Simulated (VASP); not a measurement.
Wanted: the native input for a VASP 6.6.1 run.

- Task: relaxation of cell and atoms
- Functional: PBE
- Potentials or basis: VASP PAW PBE potentials, release 64 (Fe)
- Cutoff: 600 eV
- k mesh: 9 × 9 × 2
- Occupations: gaussian, width 0.1 eV
- Spin: no spin polarisation
- Dipole correction: no
- Further INCAR settings: ALGO = Normal; EDIFF = 1e-06; IBRION = 2; EDIFFG = -0.04; NSW = 90; ISIF = 3

The structure of Fe lies in POSCAR:

```
Fe
1.0
    2.7785376220      0.0000000000      0.0000000000
   -1.3892688110      2.4062841661      0.0000000000
    0.0000000000      0.0000000000      7.5675618161
Fe
4
Direct
    0.0000000000      0.0000000000      0.2500000000
    0.0000000000      0.0000000000      0.7500000000
    0.3333333333      0.6666666667      0.7500000000
    0.6666666667      0.3333333333      0.2500000000
```

The input as run:

INCAR

```
SYSTEM = Fe
PREC     = Accurate       ! precision mode
ENCUT    = 600            ! plane-wave cutoff, eV
EDIFF    = 1E-6           ! SCF threshold, eV
ISMEAR   = 0              ! smearing method
SIGMA    = 0.1            ! smearing width, eV
LREAL    = .False.        ! projectors in reciprocal space
LASPH    = .True.         ! aspherical terms in the spheres
NELM     = 100            ! most SCF steps
ALGO     = Normal         ! electronic algorithm
ISIF     = 3              ! what is computed and relaxed
LWAVE    = .False.        ! write WAVECAR
LCHARG   = .False.        ! write CHGCAR
GGA      = PE             ! functional
IBRION   = 2              ! ionic algorithm
NSW      = 90             ! ionic steps
EDIFFG   = -0.04          ! ionic threshold
```

KPOINTS

```
Automatic mesh
0
Gamma
  9 9 2
  0 0 0
```

Potentials or basis: VASP PAW PBE potentials, release 64 (Fe).

Launch:

```console
$ cat potpaw_PBE.64/Fe/POTCAR > POTCAR
$ mpirun -np 1 vasp_std > vasp.out
```

Results of the run:

```json
{"Relaxed volume": "12.70 Å³/atom", "Relaxed cell": "a = 3.709 Å, b = 3.709 Å, c = 4.264 Å, α = 90.00°, β = 90.00°, γ = 120.00°", "Space group after relaxing (to 0.05 Å)": "P6_3/mmc (No. 194)", "Energy gained by relaxing": "4899.9 meV/atom", "Ionic steps": "18", "Pressure after relaxing": "0.0 GPa"}
```

Caveat: the k points lie up to 0.74 Å⁻¹ apart in the final cell; the run has no spin polarisation, though such a crystal can be magnetic.

Run time: 5.3 min on 1 thread of Intel(R) Xeon(R) 6975P-C (Granite Rapids), with other jobs on the host, peak memory 0.18 GiB.
